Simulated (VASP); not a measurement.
Wanted: the native input for a VASP 6.6.1 run.

| Quantity | Value |
| --- | --- |
| Task | single point |
| Functional | SVWN5 |
| Potentials or basis | VASP PAW PBE potentials, release 64 (Os_sv_GW) |
| Cutoff | 560 eV |
| k mesh | 11 × 11 × 6 |
| Occupations | fermi-dirac, width 0.05 eV |
| Spin | no spin polarisation |
| Dipole correction | no |
| Further INCAR settings | ALGO = Normal; EDIFF = 1e-06; NBANDS = 23 |

The structure of Os lies in POSCAR:

```
Os
1.0
    2.7877234178      0.0000000000      0.0000000000
   -1.3938617089      2.4142392985      0.0000000000
    0.0000000000      0.0000000000      4.4044215090
Os
2
Direct
    0.6666666667      0.3333333333      0.7500000000
    0.3333333333      0.6666666667      0.2500000000
```

These files were run (other wordings do the same):

INCAR

```
PREC = Accurate
ENCUT = 560
EDIFF = 1E-6
ISMEAR = -1
SIGMA = 0.05
LREAL = F
LASPH = T
NELM = 120
ALGO = Normal
ISIF = 2
LWAVE = F
LCHARG = F
GGA = VW
NBANDS = 23
GGA_COMPAT = F
```

KPOINTS

```
Automatic mesh
0
Gamma
  11 11 6
```

Potentials or basis: VASP PAW PBE potentials, release 64 (Os_sv_GW).

Command:

```sh
$ cat potpaw_PBE.64/Os_sv_GW/POTCAR > POTCAR
$ mpirun -np 1 vasp_std > vasp.out
```

Results of the run:

```
Pressure               : -31.0 GPa
Band gap on the k mesh : zero (bands 16 and 17 overlap by 3.56 eV)
```

Caveat: the cell stands under tension; the PAW data sets were made with another functional, which shifts forces and pressure a little; spin-orbit coupling is left out, which moves the levels of the heavy elements.

Run time: 21 s on 1 thread of AMD EPYC 9R45 96-Core Processor (Zen 5) (shared host), peak memory 0.14 GiB.
